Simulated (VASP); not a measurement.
A run of VASP 6.6.1 is set up as follows.

INCAR

```
SYSTEM = Al
PREC = Accurate
ENCUT = 600
EDIFF = 1E-6
ISMEAR = -1
SIGMA = 0.05
LREAL = .False.
LASPH = .True.
NELM = 80
ALGO = Normal
ISIF = 3
LWAVE = .False.
LCHARG = .False.
GGA = RE
IBRION = 2
NSW = 60
EDIFFG = -0.01
```

The input KPOINTS:

```
regular mesh
0
Gamma
  12 12 12
  0 0 0
```

POSCAR

```
Al
1.0
   -1.5912186900      1.5912186900      1.5912186900
    1.5912186900     -1.5912186900      1.5912186900
    1.5912186900      1.5912186900     -1.5912186900
Al
1
Direct
    0.0000000000      0.0000000000      0.0000000000
```

Potentials or basis: VASP PAW PBE potentials, release 64 (Al).

Run with:

```sh
$ cat potpaw_PBE.64/Al/POTCAR > POTCAR
$ mpirun -np 1 vasp_std > vasp.out
```

Q: What does it give for the relaxed volume?

A: 17.14 Å³/atom.

Q: What does it give for the relaxed cell?

A: a = 2.813 Å, b = 2.813 Å, c = 2.813 Å, α = 109.47°, β = 109.47°, γ = 109.47°.

Final structure:
```yaml
crystal:
  lattice:
    - [-1.62436, 1.62436, 1.62436]
    - [1.62436, -1.62436, 1.62436]
    - [1.62436, 1.62436, -1.62436]
  atoms:
    - { symbol: Al, position: [0.00000, 0.00000, 0.00000] }
```

Caveat: the PAW data sets were made with another functional, which shifts forces and pressure a little.
